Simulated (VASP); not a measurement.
SiC: single point with MS2

SiC:

```xyz
4
Lattice="3.0760 0.0000 0.0000 -1.5380 2.6639 0.0000 0.0000 0.0000 5.0985" Properties=species:S:1:pos:R:3 pbc="T T T"
Si    1.5380    0.8880    2.5492
Si    0.0000    1.7759    0.0000
C     1.5380    0.8880    4.5122
C     0.0000    1.7759    2.0033
```

This cell differs from its parent crystal: last atom moved by 0.04 Å along z, cell strained by +1.0% along z.

```
Program             : VASP 6.6.1
Task                : single point
Functional          : MS2
Potentials or basis : VASP PAW PBE potentials, release 64 (Si, C)
Cutoff              : 840 eV
k mesh              : 16 × 16 × 9
Occupations         : gaussian, width 0.03 eV
Spin                : no spin polarisation
```

```
Pressure               : -2.1 GPa
Largest force          : 1.626 eV/Å
Band gap on the k mesh : 2.71 eV (least direct gap 4.63 eV)
```

Forces on the atoms (eV/Å):
```
Si   0.000  0.000  1.213
Si   0.000  0.000  1.010
C    0.000  0.000 -0.597
C    0.000  0.000 -1.626
```

Stress tensor (GPa, compression positive):
```
 1.35  0.00  0.00
 0.00  1.35  0.00
 0.00  0.00 -8.99
```

Levels at points of the mesh, in eV from the valence-band top:
```
           k point  band 6  band 7  band 8  band 9  band 10  band 11
(0.00, 0.00, 0.00)   -0.44   -0.44    0.00    5.18     6.22     7.08
(0.50, 0.00, 0.00)   -3.65   -3.18   -1.69    2.94     4.42     7.24
```

Wall time 15 min on 2 MPI ranks on AMD EPYC 9R45 96-Core Processor (Zen 5), on a shared host, peak memory 0.51 GiB a rank.

Caveat: the cell differs from its parent crystal (last atom moved by 0.04 Å along z, cell strained by +1.0% along z); the PAW data sets were made with another functional, which shifts forces and pressure a little; an odd mesh through Γ misses points on the zone boundary, where band edges can lie.
